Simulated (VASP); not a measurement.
V: single point with PBEsol

V:

```
V
1.0
     4.57117    0.00000    0.00000
    -2.28558    3.95875    0.00000
     0.00000    0.00000    2.44264
V
3
Cartesian
  0.0000 0.0000 0.0000
  0.0000 2.6392 1.2213
  2.2856 1.3196 1.2213
```

This isn't the form of V at room conditions, which is bcc.

| Item | Value |
| --- | --- |
| Program | VASP 6.6.1 |
| Task | single point |
| Functional | PBEsol |
| Potentials or basis | VASP PAW PBE potentials, release 64 (V_sv) |
| Cutoff | 520 eV |
| k mesh | 9 × 9 × 15 |
| Occupations | fermi-dirac, width 0.1 eV |
| Spin | no spin polarisation |

- Pressure: -17.1 GPa
- Band gap on the k mesh: zero (an odd number of electrons rules out a gap without spin polarisation)

Stress tensor (GPa, compression positive):
```
-17.02   0.00   0.00
  0.00 -17.02   0.00
  0.00   0.00 -17.39
```

Levels at points of the mesh, in eV from the Fermi level:
```tsv
k point	band 18	band 19	band 20	band 21	band 22	band 23
(0.00, 0.00, 0.00)	-1.28	-1.28	-0.78	0.46	0.46	2.14
```

It took 2.4 min on 1 thread of Intel Xeon 8259CL, on a shared host, peak memory 0.21 GiB.

Caveat: the cell stands under tension; the PAW data sets were made with another functional, which shifts forces and pressure a little.
